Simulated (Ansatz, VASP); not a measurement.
**ZrC: VASP beside Ansatz**

The input INCAR:

```
PREC = Accurate
ENCUT = 520
EDIFF = 1E-6
ISMEAR = 0
SIGMA = 0.15
LREAL = False
LASPH = True
NELM = 80
ALGO = Normal
ISIF = 2
LWAVE = False
LCHARG = False
GGA = PE
NBANDS = 15
```

The input KPOINTS:

```
Automatic mesh
0
Gamma
  18 18 18
```

POSCAR

```
ZrC
1.0
    0.0000000000      2.3854631500      2.3854631500
    2.3854631500      0.0000000000      2.3854631500
    2.3854631500      2.3854631500      0.0000000000
Zr C
1 1
Direct
    0.5000000000      0.5000000000      0.5000000000
    0.0000000000      0.0000000000      0.0000000000
```

Input for Ansatz:

```yaml
crystal:
  lattice:
    - [0.0, 2.38546315, 2.38546315]
    - [2.38546315, 0.0, 2.38546315]
    - [2.38546315, 2.38546315, 0.0]
  atoms:
    - { symbol: Zr, position: [0.5, 0.5, 0.5] }
    - { symbol: C, position: [0.0, 0.0, 0.0] }
basis:
  ecutwfc: 420
kpoints:
  mp_grid: { grid: [18, 18, 18] }
hamiltonian:
  xc: pbe
scf:
  occupations: { method: gaussian, width: 0.15 }
output:
  forces: true
  stress: true
  eigenvalues: true
```

Change from the starting cell: strain +0.015 along x and y, +0.015 along z, atoms carried along.

Alike in both runs: task single point; functional PBE; k mesh 18 × 18 × 18; occupations gaussian, width 0.15 eV; no spin polarisation.

|  | VASP | Ansatz |
| --- | --- | --- |
| version | VASP 6.6.1 | Ansatz 0.2.0 |
| potentials or method | VASP PAW PBE potentials, release 64 (Zr_sv, C), cutoff 520 eV | scalar-relativistic, plane waves, PAW |
| valence electrons in the cell | 16 | 16 |

|  | VASP | Ansatz | Ansatz less VASP |
| --- | --- | --- | --- |
| gap on the k mesh at the Fermi level (eV) | none | none | - |
| pressure (GPa) | -7.9 | -8.1 | -0.22 |

A gap of «none» marks a metal or a gap that the smearing closes.
